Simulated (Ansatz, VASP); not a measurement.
# Al: VASP beside Ansatz

```
Al
1.0
     8.10000    0.00000    0.00000
     0.00000    8.10000    0.00000
     0.00000    0.00000    8.10000
Al
33
Cartesian
  4.0484 0.1204 -0.0012
  6.0954 2.0233 -0.0022
  6.0552 -0.0202 2.0411
  -0.0021 0.0203 -0.0022
  2.0008 2.0232 -0.0023
  4.0481 3.9254 -0.0012
  6.1955 6.0730 -0.0012
  2.0401 -0.0193 2.0401
  4.0481 2.0221 1.9005
  6.0542 4.0666 2.0419
  4.0477 0.4796 4.0476
  6.1955 2.0223 4.0484
  6.0544 -0.0209 6.0544
  -0.0023 4.0256 -0.0023
  1.9005 6.0727 -0.0013
  -0.0023 2.0232 2.0008
  2.0408 4.0655 2.0408
  4.0475 6.0732 1.5415
  -0.0013 0.1204 4.0484
  1.9005 2.0221 4.0482
  4.0475 3.5621 4.0474
  6.5587 6.0733 4.0475
  2.0412 -0.0203 6.0551
  4.0483 2.0223 6.1955
  6.0533 4.0677 6.0533
  -0.0014 6.0727 1.9005
  -0.0013 3.9254 4.0482
  1.5412 6.0732 4.0475
  -0.0021 2.0233 6.0954
  2.0420 4.0667 6.0541
  4.0476 6.0733 6.5590
  -0.0013 6.0730 6.1955
  4.0505 6.0702 4.0509
```

Alike in both runs: functional LDA; k mesh 2 × 2 × 2; occupations gaussian, width 0.1 eV; no spin polarisation.

Ansatz relaxed the structure, and its values are those at the end. VASP's run is a single point on that final structure, the one shown.

|  | VASP | Ansatz |
| --- | --- | --- |
| version | VASP 6.6.1 | Ansatz 0.2.0 |
| potentials or method | VASP PAW LDA potentials, release 64 (Al), cutoff 520 eV | scalar-relativistic, plane waves, PAW |
| valence electrons in the cell | 99 | 99 |

```tsv
	VASP	Ansatz	Ansatz less VASP
rms of the force components (eV/Å)	0.006	0.005	-0.0007
```

LDA's correlation is that of Perdew and Zunger in VASP and of Perdew and Wang (1992) in Ansatz.

The k mesh is coarse, so the values compare programs but aren't converged.
